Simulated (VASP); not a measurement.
Set up this calculation in VASP 6.6.1, as the native input.

- Task: single point
- Functional: PBE
- Potentials or basis: VASP PAW PBE potentials, release 64 (Cs_sv, S, I)
- Cutoff: 520 eV
- k mesh: 4 × 4 × 4
- Occupations: gaussian, width 0.02 eV
- Spin: no spin polarisation
- Dipole correction: no
- Further INCAR settings: ALGO = Normal; EDIFF = 1e-07; NBANDS = 28

The structure of Cs3SI lies in POSCAR:

```
Cs3SI
1.0
    6.4085178141      0.0000000000      0.0000000000
    0.0000000000      6.4085178141      0.0000000000
    0.0000000000      0.0000000000      6.4085178141
Cs S I
3 1 1
Direct
    0.5000000000      0.0000000000      0.0000000000
    0.0000000000      0.5000000000      0.0000000000
    0.0000000000      0.0000000000      0.5000000000
    0.0000000000      0.0000000000      0.0000000000
    0.5000000000      0.5000000000      0.5000000000
```

The input as run:

INCAR

```
PREC = Accurate
ENCUT = 520
EDIFF = 1E-7
ISMEAR = 0
SIGMA = 0.02
LREAL = False
LASPH = True
NELM = 80
ALGO = Normal
ISIF = 2
LWAVE = False
LCHARG = True
GGA = PE
LELF = True
LVHAR = True
NBANDS = 28
```

KPOINTS

```
regular mesh
0
Gamma
  4 4 4
```

Potentials or basis: VASP PAW PBE potentials, release 64 (Cs_sv, S, I).

Command:

```bash
$ cat potpaw_PBE.64/Cs_sv/POTCAR potpaw_PBE.64/S/POTCAR potpaw_PBE.64/I/POTCAR > POTCAR
$ mpirun -np 1 vasp_std > vasp.out
```

It gave:

The pressure is 1.6 GPa and the band gap on the k mesh is 0.99 eV.

Caveat: spin-orbit coupling is left out, which moves the levels of the heavy elements.

Run time: 2.6 min on 1 thread of Intel Xeon 8259CL, with other jobs on the host, peak memory 0.35 GiB.
